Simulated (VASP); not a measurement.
Wanted: the native input for a VASP 6.6.1 run.

- Task: single point
- Functional: PBE
- Potentials or basis: VASP PAW PBE potentials, release 64 (Ru_pv, Al)
- Cutoff: 520 eV
- k mesh: 11 × 11 × 6
- Occupations: fermi-dirac, width 0.08 eV
- Spin: no spin polarisation
- Dipole correction: no
- Further INCAR settings: ALGO = Normal; EDIFF = 1e-06; NBANDS = 25

The structure of AlRu (NiAs type) lies in POSCAR:

```
AlRu
1.0
    2.7587812619      0.0000000000      0.0000000000
   -1.3793906310      2.3891746563      0.0000000000
    0.0000000000      0.0000000000      7.5455012550
Ru Al
2 2
Direct
    0.0000000000      0.0000000000      0.0000000000
    0.0000000000      0.0000000000      0.5000000000
    0.3333333333      0.6666666667      0.2500000000
    0.6666666667      0.3333333333      0.7500000000
```

This cell differs from its parent crystal: volume scaled by 0.88.

These files were run (other wordings do the same):

INCAR

```
ALGO = Normal
EDIFF = 1E-6
ENCUT = 520
GGA = PE
ISIF = 2
ISMEAR = -1
LASPH = T
LCHARG = T
LELF = T
LREAL = F
LVHAR = T
LWAVE = F
NBANDS = 25
NELM = 100
PREC = Accurate
SIGMA = 0.08
```

KPOINTS

```
k-points
0
Gamma
  11 11 6
```

Potentials or basis: VASP PAW PBE potentials, release 64 (Ru_pv, Al).

Run with:

```bash
$ cat potpaw_PBE.64/Ru_pv/POTCAR potpaw_PBE.64/Al/POTCAR > POTCAR
$ mpirun -np 1 vasp_std > vasp.out
```

Results of the run:

```
Pressure               : 32.2 GPa
Band gap on the k mesh : zero (band 17 reaches 14.45 eV, above the bottom of band 18 at 11.54 eV)
```

It took 96 s on 1 thread of AMD EPYC 7R43 64-Core Processor (Zen 3), with other jobs on the host, peak memory 0.19 GiB.
